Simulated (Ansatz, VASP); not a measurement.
## One calculation of Na, two programs

```xyz
2
Lattice="2.7774 0.0000 0.0000 -1.3887 2.4053 0.0000 0.0000 0.0000 4.4994" Properties=species:S:1:pos:R:3 pbc="T T T"
Na    0.0000    1.6035    1.1248
Na    1.3887    0.8018    3.3745
```

Change from the starting cell: volume scaled by 0.45, PAW files.

Alike in both runs: task single point; functional LDA; k mesh 12 × 12 × 7; occupations fermi-dirac, width 0.05 eV; no spin polarisation.

```csv
,VASP,Ansatz
version,VASP 6.6.1,Ansatz 0.2.0
potentials or method,"VASP PAW LDA potentials, release 64 (Na_pv)","PAW with Ansatz's default frozen-core files, scalar-relativistic"
plane-wave cutoff (eV),520,420
valence electrons in the cell,14,18
```

Ansatz gave:

| Property | Result |
| --- | --- |
| pressure (GPa) | 33.1 |
| traceless stress, the component that is largest in VASP (GPa) | -0.09 |

Problem. Estimate VASP's values.

Solution. Pressure (GPa): 33.2; traceless stress, the component that is largest in VASP (GPa): -0.09.

LDA's correlation is that of Perdew and Zunger in VASP and of Perdew and Wang (1992) in Ansatz. Both programs put the cell under a high pressure, so it lies far from rest at this level. VASP's potentials hold 14 valence electrons a cell and Ansatz's 18, so a difference there can come from the potentials and not from the codes.
